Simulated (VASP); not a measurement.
# BN (Fmm2) in VASP: further runs, part 2 of 2

VASP 6.6.1. The steps go on from the part before.

## (3) Single point, PBE+D3(BJ)

This run uses another cell than the first one, of the same volume but with other edges.

The input, INCAR:

```
PREC = Accurate ; ENCUT = 520
EDIFF = 1E-6 ; ISMEAR = 0
SIGMA = 0.05 ; LREAL = F
LASPH = T ; NELM = 60
ALGO = Normal ; ISIF = 2
LWAVE = F ; LCHARG = F
GGA = PE ; IVDW = 12
NBANDS = 11
```

The input, KPOINTS:

```
regular mesh
0
Gamma
  12 12 12
```

The input, POSCAR:

```
BN
1.0
    0.0000000000      3.5253817857      1.9461299890
    1.3236403568      0.0000000000      1.9461299890
    1.3236403568      3.5253817857      0.0000000000
B N
1 1
Direct
    0.0001068737      0.0001068737      0.9998931263
    0.6665931163      0.6665931163      0.3334068837
```

Potentials or basis: VASP PAW PBE potentials, release 64 (B, N).

Command:

```sh
$ cat potpaw_PBE.64/B/POTCAR potpaw_PBE.64/N/POTCAR > POTCAR
$ mpirun -np 1 vasp_std > vasp.out
```

OUTCAR:

```text
PREC = Accurate
   ENCUT = 520
   EDIFF = 1E-6
   ISMEAR = 0
   LREAL = F
   LASPH = T
   NELM = 60
   ISIF = 2
   GGA = PE
   IVDW = 12
 IVDW          = 12

 ion  position               nearest neighbor table
   1  0.000  0.000  1.000-   2 1.30   2 1.47   2 1.47
   2  0.667  0.667  0.333-   1 1.30   1 1.47   1 1.47

  LATTYP: Found a face centered orthorhombic cell.
 ALAT       =     2.6472807136
 B/A-ratio  =     1.4702860781
 C/A-ratio  =     2.6633985339

  Lattice vectors:

 A1 = (   0.0000000000,   3.5253817857,   1.9461299890)
 A2 = (  -1.3236403568,   3.5253817857,   0.0000000000)
 A3 = (  -1.3236403568,   0.0000000000,   1.9461299890)

Analysis of symmetry for initial positions (statically):
=====================================================================
 Subroutine PRICEL returns:
 Original cell was already a primitive cell.

 Routine SETGRP: Setting up the symmetry group for a
 face centered orthorhombic supercell.

 Subroutine GETGRP returns: Found  4 space group operations
 (whereof  4 operations were pure point group operations)
 out of a pool of  8 trial point group operations.

The static configuration has the point symmetry C_2v.

Analysis of symmetry for dynamics (positions and initial velocities):
=====================================================================
 Subroutine PRICEL returns:
 Original cell was already a primitive cell.

 Routine SETGRP: Setting up the symmetry group for a
 face centered orthorhombic supercell.

 Subroutine GETGRP returns: Found  4 space group operations
 (whereof  4 operations were pure point group operations)
 out of a pool of  8 trial point group operations.

The dynamic configuration has the point symmetry C_2v.

 Subroutine INISYM returns: Found  4 space group operations
 (whereof  4 operations are pure point group operations),
 and found     1 'primitive' translations

[... 120 lines left out ...]
   LHFCALC =     F    Hartree Fock is set to
   AEXX    =    0.0000 exact exchange contribution
   IVDW    =    12    specifies the selected vdW correction
   LEPSILON=     F    determine dielectric tensor
   LRPA    =     F    only Hartree local field effects (RPA)
 non-spin polarized calculation
 Gauss-broadening in eV      SIGMA  =   0.05
  energy-cutoff  :      520.00
  volume of cell :       18.16
 maximum number of plane-waves:       503
 NGX is ok and might be reduce to    30

 number of electron       8.0000001 magnetization

 Free energy of the ion-electron system (eV)
  ---------------------------------------------------
  ext. energy  EPLUGINS =         0.00000000
  ---------------------------------------------------
  free energy    TOTEN  =       -16.85958673 eV

  energy without entropy =      -16.85958673  energy(sigma->0) =      -16.85958673

 E-fermi :   2.9020     XC(G=0):  -9.8312

 val. band max:        2.5709786703   @ k =   0.5000  -0.4167   0.0833
 cond. band min:       6.7720836193   @ k =   0.0000   0.5000   0.5000
 fundamental gap:      4.2011049490
 Fermi energy:         2.9019569055

 k-point     1 :       0.0000    0.0000    0.0000
  band No.  band energies     occupation
      1     -16.1152      2.00000
      2      -2.7398      2.00000
      3       0.9073      2.00000
      4       1.0376      2.00000
      5       6.9556      0.00000
      6      12.7956      0.00000
      7      14.0672      0.00000
      8      15.8507      0.00000
      9      21.1703      0.00000
     10      28.1328      0.00000
     11      29.9568      0.00000
[... 309 lines left out ...]
 k-point    24 :      -0.4167    0.1667    0.0000
  band No.  band energies     occupation
      1     -12.7196      2.00000
      2      -6.8603      2.00000
      3      -2.6120      2.00000
      4       1.0748      2.00000
      5       7.2519      0.00000
      6      14.7217      0.00000
      7      17.0624      0.00000
      8      17.9199      0.00000
      9      19.7436      0.00000
     10      22.8298      0.00000
     11      25.6234      0.00000

 [... further k-points ...]

------------------------ aborting loop because EDIFF is reached ----------------------------------------

 Edisp (eV)   -0.27569

 E8    (eV) :    -0.0802

  FORCE on cell =-STRESS in cart. coord.  units (eV):
  Direction    XX          YY          ZZ          XY          YZ          ZX
  --------------------------------------------------------------------------------------
  -------------------------------------------------------------------------------------
  Total      -2.90122    -0.21810    12.35184     0.00000     0.00000     0.00000
  in kB    -255.92528   -19.23965  1089.59289     0.00000     0.00000     0.00000
  external pressure =      271.48 kB  Pullay stress =        0.00 kB

 VOLUME and BASIS-vectors are now :
 -----------------------------------------------------------------------------
  energy-cutoff  :      520.00
  volume of cell :       18.16
      direct lattice vectors                 reciprocal lattice vectors
     0.000000000  3.525381786  1.946129989    -0.377746113  0.141828610  0.256920146
     1.323640357  0.000000000  1.946129989     0.377746113 -0.141828610  0.256920146
     1.323640357  3.525381786  0.000000000     0.377746113  0.141828610 -0.256920146

 POSITION                                       TOTAL-FORCE (eV/Angst)
 -----------------------------------------------------------------------------------
      1.32364      3.52538      0.00042         0.000000      0.000000      4.182539
      1.32364      3.52538      2.59455         0.000000      0.000000     -4.182539
 -----------------------------------------------------------------------------------
    total drift:                                0.000000      0.000005     -0.000109

  FREE ENERGIE OF THE ION-ELECTRON SYSTEM (eV)
  ---------------------------------------------------
  free  energy   TOTEN  =       -17.1352731444 eV

  energy  without entropy=      -17.1352731444  energy(sigma->0) =      -17.13527314
```

OSZICAR:

```text
N       E                     dE             d eps       ncg     rms          rms(c)
DAV:   1     0.160884642005E+02    0.16088E+02   -0.47354E+03  6235   0.688E+02
DAV:   2    -0.183097534064E+02   -0.34398E+02   -0.33149E+02  7361   0.167E+02
DAV:   3    -0.191534309265E+02   -0.84368E+00   -0.84248E+00  7613   0.240E+01
DAV:   4    -0.191560146180E+02   -0.25837E-02   -0.25836E-02  6760   0.147E+00
DAV:   5    -0.191560268024E+02   -0.12184E-04   -0.12184E-04  7462   0.895E-02    0.883E+00
DAV:   6    -0.171427775651E+02    0.20132E+01   -0.57919E+00  6928   0.139E+01    0.404E+00
DAV:   7    -0.169056532256E+02    0.23712E+00   -0.39438E-01  7276   0.460E+00    0.239E+00
DAV:   8    -0.168581760472E+02    0.47477E-01   -0.14111E-01  7244   0.242E+00    0.357E-01
DAV:   9    -0.168590583246E+02   -0.88228E-03   -0.45357E-03  6760   0.582E-01    0.160E-01
DAV:  10    -0.168595256960E+02   -0.46737E-03   -0.63995E-04  6831   0.194E-01    0.361E-02
DAV:  11    -0.168595775344E+02   -0.51838E-04   -0.55312E-05  7148   0.597E-02    0.263E-02
DAV:  12    -0.168595859687E+02   -0.84343E-05   -0.11748E-05  6664   0.233E-02    0.377E-03
DAV:  13    -0.168595867257E+02   -0.75701E-06   -0.72871E-07  7237   0.729E-03
   1 F= -.17135273E+02 E0= -.17135273E+02  d E =-.304612E-23
```

stdout:

```text
POSCAR found type information on POSCAR B N
 POSCAR found :  2 types and       2 ions
 scaLAPACK will be used
 LDA part: xc-table for (Slater+PW92), standard interpolation
 POSCAR, INCAR and KPOINTS ok, starting setup
 FFT: planning ... GRIDC
 FFT: planning ... GRID_SOFT
 FFT: planning ... GRID
 WAVECAR not read
 entering main loop
```

Wall time 60 s (1 thread of Intel Xeon 8259CL, shared host); peak memory 0.19 GiB.

Results:

- Free energy: -17.1353 eV
- Pressure: 27.1 GPa
- Largest force: 4.183 eV/Å
- Band gap on the k mesh: 4.20 eV (least direct gap 4.77 eV)
- Dispersion energy per atom: -0.138 eV

Forces in eV/Å, atoms in the order of the input:
```
B    0.000  0.000  4.183
N    0.000  0.000 -4.183
```

Levels at points of the mesh, in eV from the valence-band top:
| k point | band 1 | band 2 | band 3 | band 4 | band 5 | band 6 | band 7 | band 8 | band 9 |
| --- | --- | --- | --- | --- | --- | --- | --- | --- | --- |
| (0.00, 0.00, 0.00) | -18.69 | -5.31 | -1.66 | -1.53 | 4.38 | 10.22 | 11.50 | 13.28 | 18.60 |
| (0.50, 0.00, 0.00) | -15.61 | -9.80 | -3.57 | -1.90 | 4.34 | 11.61 | 13.34 | 15.31 | 18.68 |
| (0.50, 0.50, 0.00) | -14.63 | -9.02 | -6.17 | -0.04 | 5.64 | 7.08 | 13.33 | 14.64 | 18.01 |
| (0.50, 0.00, 0.50) | -18.51 | -6.82 | -1.69 | -1.52 | 9.24 | 10.10 | 10.13 | 15.81 | 16.18 |
| (0.00, 0.50, 0.50) | -14.56 | -8.87 | -6.22 | -0.73 | 4.20 | 7.09 | 14.09 | 20.18 | 20.34 |

Caveat: the cell stands under pressure; forces of over 1 eV/Å act on the atoms, so gaps and moduli don't describe the material at rest. A k mesh can miss the band edges.

## (4) Single point, PBE+D3(BJ)

This run uses another cell than the first one, of the same volume but with other edges.

The input, INCAR:

```
PREC = Accurate
ENCUT = 520
EDIFF = 1E-7
ISMEAR = 0
SIGMA = 0.05
LREAL = F
LASPH = T
NELM = 100
ALGO = Normal
ISIF = 2
LWAVE = F
LCHARG = F
GGA = PE
IVDW = 12
NBANDS = 11
```

KPOINTS is that of step 3.

The input, POSCAR:

```
BN
1.0
    0.0000000000      3.1425730581      2.4491387622
    1.1799109365      0.0000000000      2.4491387622
    1.1799109365      3.1425730581      0.0000000000
B N
1 1
Direct
    0.0001068737      0.0001068737      0.9998931263
    0.6665931163      0.6665931163      0.3334068837
```

Command:

```sh
$ cat potpaw_PBE.64/B/POTCAR potpaw_PBE.64/N/POTCAR > POTCAR
$ mpirun -np 1 vasp_std > vasp.out
```

Wall time 79 s (1 thread of Intel Xeon 8259CL, shared host); peak memory 0.19 GiB.

It converged, with:

| Item | Value |
| --- | --- |
| Free energy | -17.1012 eV |
| Pressure | -13.3 GPa |
| Largest force | 0.247 eV/Å |
| Band gap on the k mesh | 2.35 eV (least direct gap 4.39 eV) |
| Dispersion energy per atom | -0.142 eV |

Forces on the atoms (eV/Å):
```
B    0.000  0.000 -0.247
N    0.000  0.000  0.247
```

Stress tensor (GPa, compression positive):
```
 39.84   0.00   0.00
  0.00   3.60   0.00
  0.00   0.00 -83.48
```

Levels at points of the mesh, in eV from the valence-band top:
| k point | band 1 | band 2 | band 3 | band 4 | band 5 | band 6 | band 7 | band 8 |
| --- | --- | --- | --- | --- | --- | --- | --- | --- |
| (0.00, 0.00, 0.00) | -17.81 | -3.68 | -2.49 | -0.95 | 4.18 | 8.08 | 11.74 | 12.56 |
| (0.50, 0.00, 0.00) | -14.32 | -8.71 | -4.89 | -0.67 | 4.26 | 7.05 | 13.09 | 15.76 |
| (0.50, 0.50, 0.00) | -15.68 | -9.41 | -2.45 | -1.19 | 5.92 | 9.54 | 11.63 | 14.15 |
| (0.50, 0.00, 0.50) | -17.37 | -6.47 | -2.38 | -1.01 | 6.42 | 9.48 | 12.32 | 13.58 |
| (0.00, 0.50, 0.50) | -15.39 | -8.91 | -3.13 | -2.54 | 2.35 | 12.41 | 14.89 | 15.32 |

Caveat: the cell stands under tension. A k mesh can miss the band edges.

## (5) The runs side by side

```csv
cell,cutoff (eV),gap on the mesh (eV),pressure (GPa),largest force (eV/Å)
"a = 3.976, b = 2.611, c = 3.456 Å, angles 80.6, 40.4, 59.0°, 2 atoms",600,2.98,-8.9,0.59
"a = 4.027, b = 2.354, c = 3.766 Å, angles 78.6, 35.0, 66.4°, 2 atoms",520,4.20,27.1,4.18
"a = 3.984, b = 2.719, c = 3.357 Å, angles 81.2, 42.4, 56.4°, 2 atoms",520,2.35,-13.3,0.25
```

Alike in all rows: task single point; level PBE+D3(BJ); potentials or basis VASP PAW PBE potentials, release 64 (B, N); no spin polarisation; k mesh 12 × 12 × 12; smearing gaussian 0.05 eV.

Caveats: the cell stands under tension (at least some runs); the cell stands under pressure (at least some runs); forces of over 1 eV/Å act on the atoms, so gaps and moduli don't describe the material at rest (at least some runs).

Total energies depend on the potentials used, so only differences within one code and one set of settings carry meaning.
